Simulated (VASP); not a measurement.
A run of VASP 6.6.1 is set up as follows.

POSCAR

```
WS2
1.0
    3.1814117282      0.0000000000      0.0000000000
   -1.5907058641      2.7551833765      0.0000000000
    0.0000000000      0.0000000000     23.6881463475
W S
2 4
Direct
    0.3333333333      0.6666666667      0.6379434935
    0.6666666667      0.3333333333      0.3620565065
    0.3333333333      0.6666666667      0.2988809601
    0.6666666667      0.3333333333      0.5747422727
    0.3333333333      0.6666666667      0.4305346281
    0.6666666667      0.3333333333      0.7063959407
```

INCAR.step1

```
PREC = Accurate ; ENCUT = 520
ISMEAR = 0 ; SIGMA = 0.05
LREAL = False ; LASPH = True
NELM = 80 ; NBANDS = 35
GGA = PE ; ALGO = Normal
EDIFF = 1E-4 ; LWAVE = True
LCHARG = False
```

The input INCAR.step2:

```
PREC = Accurate ; ENCUT = 520
EDIFF = 1E-6 ; ISMEAR = 0
SIGMA = 0.05 ; LREAL = False
LASPH = True ; NELM = 80
ALGO = Normal ; ISIF = 2
LWAVE = False ; LCHARG = False
METAGGA = R2SCAN ; LMIXTAU = True
NBANDS = 35 ; ISTART = 1
```

KPOINTS

```
Automatic mesh
0
Gamma
  12 12 2
```

Potentials or basis: VASP PAW PBE potentials, release 64 (W_sv, S).

Command:

```bash
$ cat potpaw_PBE.64/W_sv/POTCAR potpaw_PBE.64/S/POTCAR > POTCAR
$ cp INCAR.step1 INCAR
$ mpirun -np 1 vasp_std > vasp.out
$ cp INCAR.step2 INCAR
$ mpirun -np 1 vasp_std > vasp.out
```

**Question.** Estimate the largest force.

**Answer.** 2.084 eV/Å.

**Question.** Predict the band gap on the k mesh.

**Answer.** 1.50 eV (least direct gap 1.87 eV).

Forces on the atoms (eV/Å):
```
W    0.000  0.000  2.084
W    0.000  0.000  2.083
S    0.000  0.000 -1.136
S    0.000  0.000 -1.130
S    0.000  0.000 -0.948
S    0.000  0.000 -0.954
```

Caveat: the cell differs from its parent crystal (all S atoms moved +0.062 Å, as atom 3 along Cartesian [0 0 1]); there is no dipole correction, which matters where the two faces differ; the PAW data sets were made with another functional, which shifts forces and pressure a little; spin-orbit coupling is left out, which moves the levels of the heavy elements.
